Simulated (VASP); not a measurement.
# Pb (P6_3/mmc) in VASP: further runs

The runs below take Pb through single point, with PBEsol.

All numbers are computed with VASP 6.6.1; they aren't measurements. Logs are shortened: lines on timing, memory, paths and dates and some standing lists are left out, and cuts for length are marked.

### Step 1. The cell of the first run

The structure is hexagonal, space group P6_3/mmc (No. 194). Conventional cell: a = 3.480 Å, b = 3.480 Å, c = 5.143 Å, α = 90.00°, β = 90.00°, γ = 120.00°. Within 4.3 Å of Pb (site symmetry -6m2) lie 12 Pb at 3.26 to 3.48 Å.

This isn't the form of Pb at room conditions, which is fcc.

### Step 2. Single point, PBEsol (strain +0.000 along x and y, -0.080 along z)

INCAR reads:

```
SYSTEM = Pb
PREC = Accurate ; ENCUT = 520
EDIFF = 1E-7 ; ISMEAR = 0
SIGMA = 0.15 ; LREAL = .FALSE.
LASPH = .TRUE. ; NELM = 100
ALGO = Fast ; ISIF = 2
LWAVE = .FALSE. ; LCHARG = .FALSE.
GGA = PS ; NBANDS = 21
```

KPOINTS reads:

```
Automatic mesh
0
G
  18 18 10
  0 0 0
```

POSCAR reads:

```
Pb
1.0
    3.4800006906      0.0000000000      0.0000000000
   -1.7400003453      3.0137690032      0.0000000000
    0.0000000000      0.0000000000      5.1428000000
Pb
2
Direct
    0.3333333333      0.6666666667      0.2500000000
    0.6666666667      0.3333333333      0.7500000000
```

Potentials or basis: VASP PAW PBE potentials, release 64 (Pb_d).

The run is started by

```bash
cat potpaw_PBE.64/Pb_d/POTCAR > POTCAR
mpirun -np 1 vasp_std > vasp.out
```

OUTCAR:

```text
SYSTEM = Pb
   PREC = Accurate
   ENCUT = 520
   EDIFF = 1E-7
   ISMEAR = 0
   LREAL = .FALSE.
   LASPH = .TRUE.
   NELM = 100
   ISIF = 2
   GGA = PS

 ion  position               nearest neighbor table
   1  0.333  0.667  0.250-   2 3.26   2 3.26   2 3.26   2 3.26   2 3.26   2 3.26
   2  0.667  0.333  0.750-   1 3.26   1 3.26   1 3.26   1 3.26   1 3.26   1 3.26

  LATTYP: Found a hexagonal cell.
 ALAT       =     3.4800006906
 C/A-ratio  =     1.4778157987

  Lattice vectors:

 A1 = (   3.4800006906,   0.0000000000,   0.0000000000)
 A2 = (  -1.7400003453,   3.0137690032,   0.0000000000)
 A3 = (   0.0000000000,   0.0000000000,   5.1428000000)

Analysis of symmetry for initial positions (statically):
=====================================================================
 Subroutine PRICEL returns:
 Original cell was already a primitive cell.

 Routine SETGRP: Setting up the symmetry group for a
 hexagonal supercell.

 Subroutine GETGRP returns: Found 24 space group operations
 (whereof 12 operations were pure point group operations)
 out of a pool of 24 trial point group operations.

The static configuration has the point symmetry D_3d.
 The point group associated with its full space group is D_6h.

Analysis of symmetry for dynamics (positions and initial velocities):
=====================================================================
 Subroutine PRICEL returns:
 Original cell was already a primitive cell.

 Routine SETGRP: Setting up the symmetry group for a
 hexagonal supercell.

 Subroutine GETGRP returns: Found 24 space group operations
 (whereof 12 operations were pure point group operations)
 out of a pool of 24 trial point group operations.

The dynamic configuration has the point symmetry D_3d.
 The point group associated with its full space group is D_6h.

 Subroutine INISYM returns: Found 24 space group operations
 (whereof 12 operations are pure point group operations),
 and found     1 'primitive' translations

----------------------------------------------------------------------------------------

                                     Primitive cell

  volume of cell :      53.9373

  direct lattice vectors                    reciprocal lattice vectors
     3.480000691  0.000000000  0.000000000     0.287356265  0.165905217  0.000000000
    -1.740000345  3.013769003  0.000000000     0.000000000  0.331810434  0.000000000
     0.000000000  0.000000000  5.142800000     0.000000000  0.000000000  0.194446605

  length of vectors
     3.480000691  3.480000691  5.142800000     0.331810434  0.331810434  0.194446605

  position of ions in fractional coordinates (direct lattice)
     0.333333333  0.666666667  0.250000000
     0.666666667  0.333333333  0.750000000

  ion indices of the primitive-cell ions
   primitive index   ion index
                 1           1
                 2           2

----------------------------------------------------------------------------------------

 KPOINTS: Automatic mesh

Automatic generation of k-mesh.
 Grid dimensions read from file:
 generate k-points for:   18   18   10

 Generating k-lattice:

  Cartesian coordinates                     Fractional coordinates (reciprocal lattice)
     0.015964237  0.009216956  0.000000000     0.055555556 -0.000000000  0.000000000
     0.000000000  0.018433913  0.000000000     0.000000000  0.055555556  0.000000000
     0.000000000  0.000000000  0.019444660     0.000000000  0.000000000  0.100000000

  Length of vectors
     0.018433913  0.018433913  0.019444660

  Shift w.r.t. Gamma in fractional coordinates (k-lattice)
     0.000000000  0.000000000  0.000000000

 Subroutine IBZKPT returns following result:
 ===========================================

 Found    222 irreducible k-points:

 Following reciprocal coordinates:
            Coordinates               Weight
  0.000000  0.000000  0.000000      1.000000
  0.055556  0.000000  0.000000      6.000000
  0.111111  0.000000  0.000000      6.000000
  0.166667  0.000000  0.000000      6.000000
  0.222222  0.000000  0.000000      6.000000
  0.277778  0.000000  0.000000      6.000000
[... 16 lines left out ...]
  0.333333  0.111111  0.000000     12.000000
  0.388889  0.111111  0.000000     12.000000
 [... further k-points ...]
   k-points           NKPTS =    222   k-points in BZ     NKDIM =    222   number of bands    NBANDS=     21
   number of dos      NEDOS =    301   number of ions     NIONS =      2
   total plane-waves  NPLWV =  31360
   dimension x,y,z NGX =    28 NGY =   28 NGZ =   40
   dimension x,y,z NGXF=    56 NGYF=   56 NGZF=   80
   ions per type =               2
   NGX,Y,Z   is equivalent  to a cutoff of  13.38, 13.38, 12.93 a.u.
   NGXF,Y,Z  is equivalent  to a cutoff of  26.75, 26.75, 25.86 a.u.
 SYSTEM =  Pb
   PREC   = accura    normal or accurate (medium, high low for compatibility)
   ISTART =      0    job   : 0-new  1-cont  2-samecut
   ICHARG =      2    charge: 1-file 2-atom 10-const
   ISPIN  =      1    spin polarized calculation?
   LNONCOLLINEAR =      F non collinear calculations
   LSORBIT =      F    spin-orbit coupling
   LASPH  =      T    aspherical Exc in radial PAW
   ENCUT  =  520.0 eV  38.22 Ry    6.18 a.u.   6.47  6.47  9.56*2*pi/ulx,y,z
   NELM   =    100;   NELMIN=  2; NELMDL= -5     # of ELM steps
   EDIFF  = 0.1E-06   stopping-criterion for ELM
   LREAL  =      F    real-space projection
   EDIFFG = 0.1E-05   stopping-criterion for IOM
   NSW    =      0    number of steps for IOM
   IBRION =     -1    ionic relax: 0-MD 1-quasi-New 2-CG
   NFREE  =      0    steps in history (QN), initial steepest desc. (CG)
   ISIF   =      2    stress and relaxation
   ISYM   =      2    0-nonsym 1-usesym 2-fastsym
   POTIM  = 0.5000    time-step for ionic-motion
   TEBEG  =    0.0;   TEEND  =   0.0 temperature during run
   PSTRESS=    0.0 pullay stress
   NELECT =      28.0000    total number of electrons
   NUPDOWN=      -1.0000    fix difference up-down
   EMIN   =  10.00;   EMAX   =-10.00  energy-range for DOS
   EFERMI =   0.00;   METHOD = LEGACY
   ISMEAR =     0;   SIGMA  =   0.15  broadening in eV -4-tet -1-fermi 0-gaus
   EFERMI_NEDOS =   21; number of points for ismear=-14 and -15
   IALGO  =     68    algorithm
   IMIX   =      4    mixing-type and parameters
     AMIX     =   0.40;   BMIX     =  1.00
     AMIX_MAG =   1.60;   BMIX_MAG =  1.00
  volume/ion in A,a.u.               =      26.97       181.99
  Fermi-wavevector in a.u.,A,eV,Ry     =   1.315723  2.486356 23.553420  1.731128
  Thomas-Fermi vector in A             =   2.445886
   LORBIT       =      0    0 simple, 1 ext, 2 COOP (PROOUT), +10 PAW based schemes
   GGA     = PS    functional components
   LHFCALC =     F    Hartree Fock is set to
   AEXX    =    0.0000 exact exchange contribution
   IVDW    =     0    specifies the selected vdW correction
   LEPSILON=     F    determine dielectric tensor
   LRPA    =     F    only Hartree local field effects (RPA)
 non-spin polarized calculation
 RMM-DIIS sequential band-by-band and
 Gauss-broadening in eV      SIGMA  =   0.15
  energy-cutoff  :      520.00
  volume of cell :       53.94
 maximum number of plane-waves:      1507
 NGX is ok and might be reduce to    28
   NGX = 13   NGY = 13   NGZ = 19

 number of electron      27.9999999 magnetization

 Free energy of the ion-electron system (eV)
  ---------------------------------------------------
  ext. energy  EPLUGINS =         0.00000000
  ---------------------------------------------------
  free energy    TOTEN  =        -7.79624529 eV

  energy without entropy =       -7.78377174  energy(sigma->0) =       -7.79000851

 E-fermi :   8.4858     XC(G=0): -10.9146

 val. band max:        8.4785130682   @ k =   0.3889   0.0000   0.1000
 cond. band min:       8.4882133367   @ k =   0.3333   0.2778   0.3000
 fundamental gap:      0.0097002685
 Fermi energy:         8.4857985350

 k-point     1 :       0.0000    0.0000    0.0000
  band No.  band energies     occupation
      1      -8.7051      2.00000
      2      -8.5858      2.00000
      3      -8.5858      2.00000
      4      -8.5771      2.00000
      5      -8.5771      2.00000
      6      -8.5407      2.00000
[... 13 lines left out ...]
     20      18.6406      0.00000
     21      20.6115      0.00000

 k-point     2 :       0.0556    0.0000    0.0000
  band No.  band energies     occupation
      1      -8.7020      2.00000
      2      -8.5911      2.00000
      3      -8.5902      2.00000
      4      -8.5892      2.00000
      5      -8.5692      2.00000
      6      -8.5313      2.00000
[... 13 lines left out ...]
     20      18.3119      0.00000
     21      20.6598      0.00000

 k-point     3 :       0.1111    0.0000    0.0000
  band No.  band energies     occupation
      1      -8.6982      2.00000
      2      -8.6095      2.00000
      3      -8.6025      2.00000
      4      -8.5994      2.00000
      5      -8.5463      2.00000
      6      -8.5240      2.00000
[... 13 lines left out ...]
     20      18.1023      0.00000
     21      19.8632      0.00000

 k-point     4 :       0.1667    0.0000    0.0000
  band No.  band energies     occupation
      1      -8.7076      2.00000
      2      -8.6206      2.00000
      3      -8.6162      2.00000
      4      -8.6138      2.00000
      5      -8.5134      2.00000
      6      -8.5114      2.00000
[... 13 lines left out ...]
     20      19.0089      0.00000
     21      19.0164      0.00000

 k-point     5 :       0.2222    0.0000    0.0000
  band No.  band energies     occupation
      1      -8.7321      2.00000
      2      -8.6415      2.00000
      3      -8.6387      2.00000
      4      -8.6064      2.00000
      5      -8.4986      2.00000
      6      -8.4686      2.00000
[... 13 lines left out ...]
     20      18.3123      0.00000
     21      19.6502      0.00000
[... 382 lines left out ...]
     20      16.6902      0.00000
     21      19.5398      0.00000

 k-point    22 :       0.2778    0.1111    0.0000
  band No.  band energies     occupation
      1      -8.7556      2.00000
      2      -8.7331      2.00000
      3      -8.6446      2.00000
      4      -8.6135      2.00000
      5      -8.4572      2.00000
      6      -8.3914      2.00000
[... 13 lines left out ...]
     20      16.2487      0.00000
     21      20.6883      0.00000

 k-point    23 :       0.3333    0.1111    0.0000
  band No.  band energies     occupation
      1      -8.7765      2.00000
      2      -8.7585      2.00000
      3      -8.6517      2.00000
      4      -8.6012      2.00000
      5      -8.4409      2.00000
      6      -8.4113      2.00000
[... 13 lines left out ...]
     20      15.9443      0.00000
     21      21.2097      0.00000

 k-point    24 :       0.3889    0.1111    0.0000
  band No.  band energies     occupation
      1      -8.7900      2.00000
      2      -8.7753      2.00000
      3      -8.6562      2.00000
      4      -8.5948      2.00000
      5      -8.4269      2.00000
      6      -8.4239      2.00000
[... 13 lines left out ...]
     20      15.7929      0.00000
     21      21.4428      0.00000

 [... further k-points ...]

------------------------ aborting loop because EDIFF is reached ----------------------------------------

  FORCE on cell =-STRESS in cart. coord.  units (eV):
  Direction    XX          YY          ZZ          XY          YZ          ZX
  --------------------------------------------------------------------------------------
  -------------------------------------------------------------------------------------
  Total        1.5651064      1.5651064      3.5926998     -0.0000000     -0.0000000     -0.0000000
  in kB       46.4906394     46.4906394    106.7192067     -0.0000000     -0.0000000     -0.0000000
  external PRESSURE =      66.5668285 kB  Pullay stress =       0.0000000 kB

 VOLUME and BASIS-vectors are now :
 -----------------------------------------------------------------------------
  energy-cutoff  :      520.00
  volume of cell :       53.94
      direct lattice vectors                 reciprocal lattice vectors
     3.480000691  0.000000000  0.000000000     0.287356265  0.165905217  0.000000000
    -1.740000345  3.013769003  0.000000000     0.000000000  0.331810434  0.000000000
     0.000000000  0.000000000  5.142800000     0.000000000  0.000000000  0.194446605

 POSITION                                       TOTAL-FORCE (eV/Angst)
 -----------------------------------------------------------------------------------
     -0.00000      2.00918      1.28570        -0.000000     -0.000000      0.000000
      1.74000      1.00459      3.85710         0.000000      0.000000      0.000000
 -----------------------------------------------------------------------------------
    total drift:                               -0.000000      0.000000     -0.000000

  FREE ENERGIE OF THE ION-ELECTRON SYSTEM (eV)
  ---------------------------------------------------
  free  energy   TOTEN  =        -7.7962452856 eV

  energy  without entropy=       -7.7837717353  energy(sigma->0) =       -7.79000851
```

Wall time 5.3 min (1 thread of Intel Xeon Platinum 8259CL at 2.50GHz (Skylake/Cascade Lake), shared host); peak memory 0.32 GiB.

What came out:

```yaml
Free_energy: -7.7962 eV
Pressure: 6.7 GPa
Band_gap_on_the_k_mesh: zero (bands 14 and 15 overlap by 7.93 eV)
```

Levels at points of the mesh, in eV from the Fermi level:
```tsv
k point	band 12	band 13	band 14	band 15	band 16	band 17
(0.00, 0.00, 0.00)	-7.24	-4.51	5.01	5.01	7.38	7.38
(0.50, 0.00, 0.00)	-7.49	-2.57	-0.88	-0.63	1.31	1.97
(0.00, 0.00, 0.50)	-11.06	2.37	2.37	6.17	6.17	6.17
(0.50, 0.00, 0.50)	-7.77	-4.25	-4.25	3.20	3.20	4.54
```

Caveat: the cell differs from its parent crystal (strain +0.000 along x and y, -0.080 along z); the cell stands under pressure; the PAW data sets were made with another functional, which shifts forces and pressure a little; spin-orbit coupling is left out, which moves the levels of the heavy elements.

### Step 3. Single point, PBEsol (strain -0.040 along x and y, +0.000 along z)

INCAR reads:

```
PREC = Accurate ; ENCUT = 520
EDIFF = 1E-7 ; ISMEAR = 0
SIGMA = 0.15 ; LREAL = F
LASPH = T ; NELM = 100
ALGO = Fast ; ISIF = 2
LWAVE = F ; LCHARG = T
GGA = PS ; LELF = T
LVHAR = T ; NBANDS = 21
```

KPOINTS reads:

```
regular mesh
0
Gamma
  18 18 10
```

POSCAR reads:

```
Pb
1.0
    3.3408006629      0.0000000000      0.0000000000
   -1.6704003315      2.8932182431      0.0000000000
    0.0000000000      0.0000000000      5.5900000000
Pb
2
Direct
    0.3333333333      0.6666666667      0.2500000000
    0.6666666667      0.3333333333      0.7500000000
```

Potentials or basis: VASP PAW PBE potentials, release 64 (Pb_d).

The run is started by

```bash
cat potpaw_PBE.64/Pb_d/POTCAR > POTCAR
mpirun -np 1 vasp_std > vasp.out
```

It took 6.8 min on 1 thread of Intel Xeon Platinum 8259CL at 2.50GHz (Skylake/Cascade Lake), shared host; peak memory 0.32 GiB.

The run converged. Its results:

| Quantity | Value |
| --- | --- |
| Free energy | -7.8844 eV |
| Pressure | 6.0 GPa |
| Band gap on the k mesh | zero (bands 14 and 15 overlap by 8.86 eV) |

Stress tensor (GPa, compression positive):
```
6.21 0.00 0.00
0.00 6.21 0.00
0.00 0.00 5.65
```

Levels at points of the mesh, in eV from the Fermi level:
```csv
k point,band 11,band 12,band 13,band 14,band 15,band 16,band 17,band 18
"(0.00, 0.00, 0.00)",-12.58,-8.46,-4.84,6.58,6.58,7.97,8.55,8.55
"(0.50, 0.00, 0.00)",-8.39,-7.15,-3.18,-1.84,-0.60,1.81,2.41,6.25
"(0.00, 0.00, 0.50)",-11.26,-11.26,0.65,0.65,7.50,7.50,7.50,7.50
"(0.50, 0.00, 0.50)",-7.48,-7.48,-4.19,-4.19,3.82,3.82,3.90,3.90
```

Caveat: the cell differs from its parent crystal (strain -0.040 along x and y, +0.000 along z); the cell stands under pressure; the PAW data sets were made with another functional, which shifts forces and pressure a little; spin-orbit coupling is left out, which moves the levels of the heavy elements.

### Step 4. Single point, PBEsol (strain +0.000 along x and y, -0.040 along z)

INCAR reads:

```
SYSTEM = Pb
PREC = Accurate
ENCUT = 520
EDIFF = 1E-6
ISMEAR = 0
SIGMA = 0.15
LREAL = .FALSE.
LASPH = .TRUE.
NELM = 60
ALGO = Fast
ISIF = 2
LWAVE = .FALSE.
LCHARG = .TRUE.
GGA = PS
LELF = .TRUE.
LVHAR = .TRUE.
NBANDS = 21
```

KPOINTS reads:

```
Automatic mesh
0
G
  18 18 10
  0 0 0
```

POSCAR reads:

```
Pb
1.0
    3.4800006906      0.0000000000      0.0000000000
   -1.7400003453      3.0137690032      0.0000000000
    0.0000000000      0.0000000000      5.3664000000
Pb
2
Direct
    0.3333333333      0.6666666667      0.2500000000
    0.6666666667      0.3333333333      0.7500000000
```

The run is started by

```bash
cat potpaw_PBE.64/Pb_d/POTCAR > POTCAR
mpirun -np 1 vasp_std > vasp.out
```

Run time: 4.8 min. Hardware: 1 thread of Intel Xeon Platinum 8259CL at 2.50GHz (Skylake/Cascade Lake), shared host; peak memory 0.32 GiB.

The run converged. Its results:

```yaml
Free_energy: -7.9131 eV
Pressure: 3.3 GPa
Band_gap_on_the_k_mesh: zero (bands 14 and 15 overlap by 7.78 eV)
```

Stress tensor (GPa, compression positive):
```
2.20 0.00 0.00
0.00 2.20 0.00
0.00 0.00 5.47
```

Levels at points of the mesh, in eV from the Fermi level:
```
           k point  band 10  band 11  band 12  band 13  band 14  band 15  band 16  band 17  band 18  band 19
(0.00, 0.00, 0.00)   -16.71   -12.30    -7.65    -4.42     5.31     5.31     7.45     7.45     8.53     8.82
(0.50, 0.00, 0.00)   -16.67    -8.66    -7.30    -2.77    -1.17    -0.59     1.66     1.86     5.99     6.06
(0.00, 0.00, 0.50)   -16.79   -10.87   -10.87     1.64     1.64     6.34     6.34     6.34     6.34     8.99
(0.50, 0.00, 0.50)   -16.70    -7.66    -7.66    -4.03    -4.03     3.32     3.32     4.17     4.17     7.07
```

Caveat: the cell differs from its parent crystal (strain +0.000 along x and y, -0.040 along z); the cell stands under pressure; the PAW data sets were made with another functional, which shifts forces and pressure a little; spin-orbit coupling is left out, which moves the levels of the heavy elements.

### Step 5. Overview

| cell | further INCAR settings | gap on the mesh (eV) | pressure (GPa) |
| --- | --- | --- | --- |
| a = 3.480, b = 3.480, c = 5.143 Å, angles 90.0, 90.0, 120.0°, 2 atoms | ALGO = Fast; EDIFF = 1e-07; NBANDS = 21 | none | 6.7 |
| a = 3.341, b = 3.341, c = 5.590 Å, angles 90.0, 90.0, 120.0°, 2 atoms | ALGO = Fast; EDIFF = 1e-07; NBANDS = 21 | none | 6.0 |
| a = 3.480, b = 3.480, c = 5.366 Å, angles 90.0, 90.0, 120.0°, 2 atoms | ALGO = Fast; EDIFF = 1e-06; NBANDS = 21 | none | 3.3 |

Alike in all rows: task single point; level PBEsol; potentials or basis VASP PAW PBE potentials, release 64 (Pb_d); no spin polarisation; k mesh 18 × 18 × 10; cutoff (eV) 520; smearing gaussian 0.15 eV.

Caveats: the cell stands under pressure; the PAW data sets were made with another functional, which shifts forces and pressure a little; spin-orbit coupling is left out, which moves the levels of the heavy elements.

Absolute energies hang on the potentials; compare differences alone.
